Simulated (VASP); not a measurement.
**Rh: single point with r2SCAN**

Crystal: Rh.

```xyz
1
Lattice="0.0000 1.8979 1.8979 1.8979 0.0000 1.8979 1.8979 1.8979 0.0000" Properties=species:S:1:pos:R:3 pbc="T T T"
Rh    0.0000    0.0000    0.0000
```

```
Program                : VASP 6.6.1
Task                   : single point
Functional             : r2SCAN
Potentials or basis    : VASP PAW PBE potentials, release 64 (Rh_pv)
Cutoff                 : 520 eV
k mesh                 : 12 × 12 × 12
Occupations            : fermi-dirac, width 0.05 eV
Spin                   : no spin polarisation
Dipole correction      : no
Further INCAR settings : ALGO = Normal; EDIFF = 1e-06; NBANDS = 14
```

```
Pressure               : 2.0 GPa
Band gap on the k mesh : zero (an odd number of electrons rules out a gap without spin polarisation)
```

Levels at points of the mesh, in eV from the Fermi level:
```
           k point  band 3  band 4  band 5  band 6  band 7  band 8  band 9  band 10  band 11  band 12
(0.00, 0.00, 0.00)  -47.83   -8.24   -3.22   -3.22   -3.22   -1.10   -1.10    16.71    17.32    22.49
(0.50, 0.00, 0.00)  -47.94   -6.40   -3.34   -3.34    0.57    0.57    0.88     9.13    16.26    17.32
(0.50, 0.50, 0.00)  -48.12   -6.62   -6.25    0.50    1.03    1.03    3.48    12.93    14.03    14.03
```

Run time: 37 s on 1 thread of Intel(R) Xeon(R) Platinum 8259CL CPU @ 2.50GHz (Skylake/Cascade Lake) (shared host), peak memory 0.13 GiB.

Caveat: an empty level that is flat over the whole mesh can mark a ghost state of the potentials, or a narrow d or f band; the PAW data sets were made with another functional, which shifts forces and pressure a little.
